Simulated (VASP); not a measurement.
Wanted: the native input for a VASP 6.6.1 run.

```yaml
Task: single point
Functional: PBE
Potentials_or_basis: VASP PAW PBE potentials, release 64 (Sn_d, Te)
Cutoff: 520 eV
k_mesh: 6 × 6 × 4
Occupations: gaussian, width 0.01 eV
Spin: no spin polarisation
Dipole_correction: no
Further_INCAR_settings: ALGO = Normal; EDIFF = 1e-07; NBANDS = 28
```

The structure of SnTe lies in POSCAR:

```
SnTe
1.0
    5.3088647116      0.0000000000      0.0000000000
   -2.6544323558      4.5976117055      0.0000000000
    0.0000000000      0.0000000000      6.3401976087
Sn Te
2 2
Direct
    0.3333333333      0.6666666667      0.2500000000
    0.6666666667      0.3333333333      0.7500000000
    0.6666666667      0.3333333333      0.2500000000
    0.3333333333      0.6666666667      0.7500000000
```

The input as run:

INCAR

```
PREC = Accurate
ENCUT = 520
EDIFF = 1E-7
ISMEAR = 0
SIGMA = 0.01
LREAL = F
LASPH = T
NELM = 80
ALGO = Normal
ISIF = 2
LWAVE = F
LCHARG = F
GGA = PE
NBANDS = 28
```

KPOINTS

```
regular mesh
0
Gamma
  6 6 4
```

Potentials or basis: VASP PAW PBE potentials, release 64 (Sn_d, Te).

Launch:

```sh
$ cat potpaw_PBE.64/Sn_d/POTCAR potpaw_PBE.64/Te/POTCAR > POTCAR
$ mpirun -np 1 vasp_std > vasp.out
```

Results of the run:

```json
{
  "Pressure": "2.2 GPa",
  "Band gap on the k mesh": "0.34 eV"
}
```

Caveat: spin-orbit coupling is left out, which moves the levels of the heavy elements.

Run time: 40 s on 1 thread of Intel(R) Xeon(R) 6975P-C (Granite Rapids), with other jobs on the host, peak memory 0.3 GiB.
